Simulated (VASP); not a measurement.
# MoS2 (P1) in VASP: single point with PBE+D3(BJ)

Aim: the single point of MoS2 with PBE+D3(BJ).

All numbers are computed with VASP 6.6.1; they aren't measurements. Logs are shortened: lines on timing, memory, paths and dates and some standing lists are left out, and cuts for length are marked.

## 1. The cell of the first run

The typed cell holds 6 atoms: a = 2.993 Å, b = 3.042 Å, c = 11.788 Å, α = 94.28°, β = 88.74°, γ = 120.41°.

## 2. Single point, PBE+D3(BJ) (atoms moved at random and the cell strained at random)

Contents of INCAR:

```
ALGO = Normal
EDIFF = 1E-7
ENCUT = 520
GGA = PE
ISIF = 2
ISMEAR = 0
IVDW = 12
LASPH = T
LCHARG = F
LREAL = F
LWAVE = F
NBANDS = 35
NELM = 60
PREC = Accurate
SIGMA = 0.05
```

Contents of KPOINTS:

```
k-points
0
Gamma
  12 12 4
```

Contents of POSCAR:

```
MoS2
1.0
    2.9924515680     -0.0244525447      0.0330144153
   -1.5174023089      2.6343147635     -0.1140234382
    0.1267464802     -0.4322933665     11.7790357867
Mo S
2 4
Direct
    0.3251064105      0.6554470233      0.2497495666
    0.6706425551      0.3241738917      0.7586962050
    0.3204130041      0.6603002851      0.6208030158
    0.6469758330      0.3172843781      0.1164110380
    0.3621039082      0.6598216451      0.8741047114
    0.6747582891      0.3829727766      0.3802354632
```

Potentials or basis: VASP PAW PBE potentials, release 64 (Mo_sv, S).

Launch:

```
cat potpaw_PBE.64/Mo_sv/POTCAR potpaw_PBE.64/S/POTCAR > POTCAR
mpirun -np 1 vasp_std > vasp.out
```

OUTCAR:

```text
EDIFF = 1E-7
   ENCUT = 520
   GGA = PE
   ISIF = 2
   ISMEAR = 0
   IVDW = 12
   LASPH = T
   LREAL = F
   NELM = 60
   PREC = Accurate
 IVDW          = 12

 ion  position               nearest neighbor table
   1  0.325  0.655  0.250-   4 2.27   6 2.29   6 2.30   4 2.33   6 2.36   4 2.43
   2  0.671  0.324  0.759-   5 2.11   5 2.23   5 2.29   3 2.29   3 2.36   3 2.49
   3  0.320  0.660  0.621-   2 2.29   2 2.36   2 2.49
   4  0.647  0.317  0.116-   1 2.27   1 2.33   1 2.43
   5  0.362  0.660  0.874-   2 2.11   2 2.23   2 2.29
   6  0.675  0.383  0.380-   1 2.29   1 2.30   1 2.36

  LATTYP: Found a triclinic cell.
 ALAT       =     5.1618998736
 B/A-ratio  =     0.5797736591
 C/A-ratio  =     2.4301017533
 COS(alpha) =     0.0137802406
 COS(beta)  =     0.1893689591
 COS(gamma) =     0.8611995690

  Lattice vectors:

 A1 = (  -4.4675008271,  -2.5854096741,   0.0479946076)
 A2 = (  -2.9924515680,   0.0244525447,  -0.0330144153)
 A3 = (  -0.0843934304,  -4.8118836158, -11.5840033256)

Analysis of symmetry for initial positions (statically):
=====================================================================
 Subroutine PRICEL returns:
 Original cell was already a primitive cell.

 Routine SETGRP: Setting up the symmetry group for a
 triclinic supercell.

 Subroutine GETGRP returns: Found  1 space group operations
 (whereof  1 operations were pure point group operations)
 out of a pool of  2 trial point group operations.

The static configuration has the point symmetry C_1 .

Analysis of symmetry for dynamics (positions and initial velocities):
=====================================================================
 Subroutine PRICEL returns:
 Original cell was already a primitive cell.

 Routine SETGRP: Setting up the symmetry group for a
 triclinic supercell.

 Subroutine GETGRP returns: Found  1 space group operations
 (whereof  1 operations were pure point group operations)
 out of a pool of  2 trial point group operations.

The dynamic configuration has the point symmetry C_1 .

 Subroutine INISYM returns: Found  1 space group operations
 (whereof  1 operations are pure point group operations),
 and found     1 'primitive' translations

----------------------------------------------------------------------------------------

                                     Primitive cell

  volume of cell :      92.2813

  direct lattice vectors                    reciprocal lattice vectors
     2.992451568 -0.024452545  0.033014415     0.335717062  0.193528810  0.003490121
    -1.517402309  2.634314763 -0.114023438     0.002966534  0.381919432  0.013984612
     0.126746480 -0.432293366 11.779035787    -0.000912235  0.003154632  0.085022184

  length of vectors
     2.992733577  3.042223757 11.787647191     0.387519711  0.382186894  0.085085578

  position of ions in fractional coordinates (direct lattice)
     0.325106410  0.655447023  0.249749567
     0.670642555  0.324173892  0.758696205
     0.320413004  0.660300285  0.620803016
     0.646975833  0.317284378  0.116411038
     0.362103908  0.659821645  0.874104711
     0.674758289  0.382972777  0.380235463

  ion indices of the primitive-cell ions
   primitive index   ion index
                 1           1
                 2           2
                 3           3
                 4           4
                 5           5
                 6           6

----------------------------------------------------------------------------------------

 KPOINTS: k-points

Automatic generation of k-mesh.
 Grid dimensions read from file:
 generate k-points for:   12   12    4

 Generating k-lattice:

  Cartesian coordinates                     Fractional coordinates (reciprocal lattice)
     0.027976422  0.016127401  0.000290843     0.083333333  0.000000000 -0.000000000
     0.000247211  0.031826619  0.001165384     0.000000000  0.083333333  0.000000000
    -0.000228059  0.000788658  0.021255546     0.000000000  0.000000000  0.250000000

  Length of vectors
     0.032293309  0.031848908  0.021271395

  Shift w.r.t. Gamma in fractional coordinates (k-lattice)
     0.000000000  0.000000000  0.000000000

 Subroutine IBZKPT returns following result:
 ===========================================

 Found    292 irreducible k-points:

 Following reciprocal coordinates:
            Coordinates               Weight
  0.000000  0.000000  0.000000      1.000000
  0.083333  0.000000 -0.000000      2.000000
  0.166667  0.000000 -0.000000      2.000000
  0.250000  0.000000 -0.000000      2.000000
  0.333333  0.000000 -0.000000      2.000000
  0.416667 -0.000000  0.000000      2.000000
[... 16 lines left out ...]
  0.250000  0.166667 -0.000000      2.000000
  0.333333  0.166667 -0.000000      2.000000
 [... further k-points ...]
   k-points           NKPTS =    292   k-points in BZ     NKDIM =    292   number of bands    NBANDS=     35
   number of dos      NEDOS =    301   number of ions     NIONS =      6
   total plane-waves  NPLWV =  51840
   dimension x,y,z NGX =    24 NGY =   24 NGZ =   90
   dimension x,y,z NGXF=    48 NGYF=   48 NGZF=  180
   ions per type =               2   4
   NGX,Y,Z   is equivalent  to a cutoff of  13.33, 13.12, 12.69 a.u.
   NGXF,Y,Z  is equivalent  to a cutoff of  26.66, 26.23, 25.39 a.u.
 SYSTEM =  unknown system
   PREC   = accura    normal or accurate (medium, high low for compatibility)
   ISTART =      0    job   : 0-new  1-cont  2-samecut
   ICHARG =      2    charge: 1-file 2-atom 10-const
   ISPIN  =      1    spin polarized calculation?
   LNONCOLLINEAR =      F non collinear calculations
   LSORBIT =      F    spin-orbit coupling
   LASPH  =      T    aspherical Exc in radial PAW
   ENCUT  =  520.0 eV  38.22 Ry    6.18 a.u.   5.56  5.66 21.92*2*pi/ulx,y,z
   NELM   =     60;   NELMIN=  2; NELMDL= -5     # of ELM steps
   EDIFF  = 0.1E-06   stopping-criterion for ELM
   LREAL  =      F    real-space projection
   EDIFFG = 0.1E-05   stopping-criterion for IOM
   NSW    =      0    number of steps for IOM
   IBRION =     -1    ionic relax: 0-MD 1-quasi-New 2-CG
   NFREE  =      0    steps in history (QN), initial steepest desc. (CG)
   ISIF   =      2    stress and relaxation
   ISYM   =      2    0-nonsym 1-usesym 2-fastsym
   POTIM  = 0.5000    time-step for ionic-motion
   TEBEG  =    0.0;   TEEND  =   0.0 temperature during run
   PSTRESS=    0.0 pullay stress
   NELECT =      52.0000    total number of electrons
   NUPDOWN=      -1.0000    fix difference up-down
   EMIN   =  10.00;   EMAX   =-10.00  energy-range for DOS
   EFERMI =   0.00;   METHOD = LEGACY
   ISMEAR =     0;   SIGMA  =   0.05  broadening in eV -4-tet -1-fermi 0-gaus
   EFERMI_NEDOS =   21; number of points for ismear=-14 and -15
   IALGO  =     38    algorithm
   IMIX   =      4    mixing-type and parameters
     AMIX     =   0.40;   BMIX     =  1.00
     AMIX_MAG =   1.60;   BMIX_MAG =  1.00
  volume/ion in A,a.u.               =      15.38       103.79
  Fermi-wavevector in a.u.,A,eV,Ry     =   1.352191  2.555271 24.877177  1.828421
  Thomas-Fermi vector in A             =   2.479550
   LORBIT       =      0    0 simple, 1 ext, 2 COOP (PROOUT), +10 PAW based schemes
   GGA     = PE    functional components
   LHFCALC =     F    Hartree Fock is set to
   AEXX    =    0.0000 exact exchange contribution
   IVDW    =    12    specifies the selected vdW correction
   LEPSILON=     F    determine dielectric tensor
   LRPA    =     F    only Hartree local field effects (RPA)
 non-spin polarized calculation
 Gauss-broadening in eV      SIGMA  =   0.05
  energy-cutoff  :      520.00
  volume of cell :       92.28
 maximum number of plane-waves:      2515
 NGX is ok and might be reduce to    24
   NGX = 11   NGY = 11   NGZ = 43

 number of electron      52.0000000 magnetization

 Free energy of the ion-electron system (eV)
  ---------------------------------------------------
  ext. energy  EPLUGINS =         0.00000000
  ---------------------------------------------------
  free energy    TOTEN  =       -41.54704294 eV

  energy without entropy =      -41.54704294  energy(sigma->0) =      -41.54704294

 E-fermi :  10.0172     XC(G=0): -11.6035

 val. band max:        9.8434219404   @ k =   0.0000   0.0000   0.0000
 cond. band min:      10.1959451856   @ k =   0.1667   0.1667  -0.0000
 fundamental gap:      0.3525232452
 Fermi energy:        10.0172297294

 k-point     1 :       0.0000    0.0000    0.0000
  band No.  band energies     occupation
      1     -51.8877      2.00000
      2     -51.8163      2.00000
      3     -26.2509      2.00000
      4     -26.1268      2.00000
      5     -25.8321      2.00000
      6     -25.7557      2.00000
[... 27 lines left out ...]
     34      13.1305      0.00000
     35      15.7371      0.00000

 k-point     2 :       0.0833    0.0000   -0.0000
  band No.  band energies     occupation
      1     -51.8819      2.00000
      2     -51.8107      2.00000
      3     -26.2411      2.00000
      4     -26.1169      2.00000
      5     -25.8529      2.00000
      6     -25.7967      2.00000
[... 27 lines left out ...]
     34      13.0722      0.00000
     35      16.2696      0.00000

 k-point     3 :       0.1667    0.0000   -0.0000
  band No.  band energies     occupation
      1     -51.8660      2.00000
      2     -51.7954      2.00000
      3     -26.2154      2.00000
      4     -26.0898      2.00000
      5     -25.9605      2.00000
      6     -25.8550      2.00000
[... 27 lines left out ...]
     34      13.1659      0.00000
     35      17.4262      0.00000

 k-point     4 :       0.2500    0.0000   -0.0000
  band No.  band energies     occupation
      1     -51.8441      2.00000
      2     -51.7745      2.00000
      3     -26.1925      2.00000
      4     -26.1254      2.00000
      5     -26.0533      2.00000
      6     -26.0032      2.00000
[... 27 lines left out ...]
     34      13.5049      0.00000
     35      17.3928      0.00000

 k-point     5 :       0.3333    0.0000   -0.0000
  band No.  band energies     occupation
      1     -51.8222      2.00000
      2     -51.7535      2.00000
      3     -26.3235      2.00000
      4     -26.1729      2.00000
      5     -26.1373      2.00000
      6     -26.0145      2.00000
[... 638 lines left out ...]
 k-point    22 :       0.1667    0.1667   -0.0000
  band No.  band energies     occupation
      1     -51.8354      2.00000
      2     -51.7664      2.00000
      3     -26.2000      2.00000
      4     -26.1427      2.00000
      5     -26.0408      2.00000
      6     -26.0360      2.00000
[... 27 lines left out ...]
     34      14.1860      0.00000
     35      17.7450      0.00000

 k-point    23 :       0.2500    0.1667   -0.0000
  band No.  band energies     occupation
      1     -51.8163      2.00000
      2     -51.7481      2.00000
      3     -26.3017      2.00000
      4     -26.1551      2.00000
      5     -26.1471      2.00000
      6     -26.0059      2.00000
[... 27 lines left out ...]
     34      14.4382      0.00000
     35      17.0619      0.00000

 k-point    24 :       0.3333    0.1667   -0.0000
  band No.  band energies     occupation
      1     -51.8022      2.00000
      2     -51.7345      2.00000
      3     -26.3946      2.00000
      4     -26.2436      2.00000
      5     -26.1498      2.00000
      6     -26.0249      2.00000
[... 27 lines left out ...]
     34      14.3901      0.00000
     35      16.0476      0.00000

 [... further k-points ...]

------------------------ aborting loop because EDIFF is reached ----------------------------------------

 Edisp (eV)   -2.96517

 E8    (eV) :    -1.1958

  FORCE on cell =-STRESS in cart. coord.  units (eV):
  Direction    XX          YY          ZZ          XY          YZ          ZX
  --------------------------------------------------------------------------------------
  -------------------------------------------------------------------------------------
  Total      17.88375    13.05974    14.88767    -0.32458     6.02263    -5.02152
  in kB     310.49569   226.74173   258.47819    -5.63525   104.56427   -87.18303
  external pressure =      265.24 kB  Pullay stress =        0.00 kB

 VOLUME and BASIS-vectors are now :
 -----------------------------------------------------------------------------
  energy-cutoff  :      520.00
  volume of cell :       92.28
      direct lattice vectors                 reciprocal lattice vectors
     2.992451568 -0.024452545  0.033014415     0.335717062  0.193528810  0.003490121
    -1.517402309  2.634314763 -0.114023438     0.002966534  0.381919432  0.013984612
     0.126746480 -0.432293366 11.779035787    -0.000912235  0.003154632  0.085022184

 POSITION                                       TOTAL-FORCE (eV/Angst)
 -----------------------------------------------------------------------------------
      0.00994      1.61074      2.87781        -0.726519      1.944885     -0.524441
      1.61113      0.50960      8.92189         1.303259     -0.828474     -5.770975
      0.03556      1.46323      7.24775         0.702811     -1.212683     -0.629256
      1.46935      0.76968      1.35639         0.715717     -1.210565     -1.162384
      0.19315      1.35145     10.23283        -2.043862      2.025814      6.404124
      1.48625      0.82800      4.45742         0.048594     -0.718976      1.682931
 -----------------------------------------------------------------------------------
    total drift:                                0.000078     -0.000007     -0.000225

  FREE ENERGIE OF THE ION-ELECTRON SYSTEM (eV)
  ---------------------------------------------------
  free  energy   TOTEN  =       -44.5122159666 eV

  energy  without entropy=      -44.5122159661  energy(sigma->0) =      -44.51221597
```

It took 24 min on 1 thread of Oxide Virtual Turin-like, shared host; peak memory 0.73 GiB.

Results:

| Item | Value |
| --- | --- |
| Free energy | -44.5122 eV |
| Pressure | 26.5 GPa |
| Largest force | 7.021 eV/Å |
| Band gap on the k mesh | 0.35 eV (least direct gap 1.54 eV) |
| Dispersion energy per atom | -0.494 eV |

Forces in eV/Å, atoms in the order of the input:
```
Mo  -0.727  1.945 -0.524
Mo   1.303 -0.828 -5.771
S    0.703 -1.213 -0.629
S    0.716 -1.211 -1.162
S   -2.044  2.026  6.404
S    0.049 -0.719  1.683
```

Levels at points of the mesh, in eV from the valence-band top:
| k point | band 23 | band 24 | band 25 | band 26 | band 27 | band 28 | band 29 | band 30 |
| --- | --- | --- | --- | --- | --- | --- | --- | --- |
| (0.00, 0.00, 0.00) | -2.09 | -1.89 | -1.29 | 0.00 | 1.54 | 1.70 | 2.05 | 2.28 |
| (0.50, 0.00, 0.00) | -2.13 | -2.02 | -1.60 | -1.41 | 1.64 | 1.90 | 1.99 | 2.41 |
| (0.00, 0.50, 0.00) | -1.88 | -1.74 | -1.52 | -1.40 | 1.58 | 1.88 | 2.05 | 2.49 |
| (0.50, 0.50, 0.00) | -2.08 | -1.91 | -1.87 | -1.46 | 1.55 | 1.82 | 2.00 | 2.33 |
| (0.00, 0.00, 0.50) | -2.47 | -1.94 | -0.81 | -0.11 | 1.55 | 1.70 | 2.06 | 2.27 |
| (0.50, 0.00, 0.50) | -2.13 | -2.01 | -1.60 | -1.43 | 1.63 | 1.90 | 2.19 | 2.34 |
| (0.00, 0.50, 0.50) | -1.94 | -1.74 | -1.62 | -1.34 | 1.57 | 1.90 | 2.21 | 2.36 |
| (0.50, 0.50, 0.50) | -2.11 | -1.92 | -1.76 | -1.50 | 1.55 | 1.82 | 2.08 | 2.36 |

Caveat: the cell differs from its parent crystal (atoms moved at random and the cell strained at random); the cell stands under pressure; forces of over 1 eV/Å act on the atoms, so gaps and moduli don't describe the material at rest. A k mesh can miss the band edges.
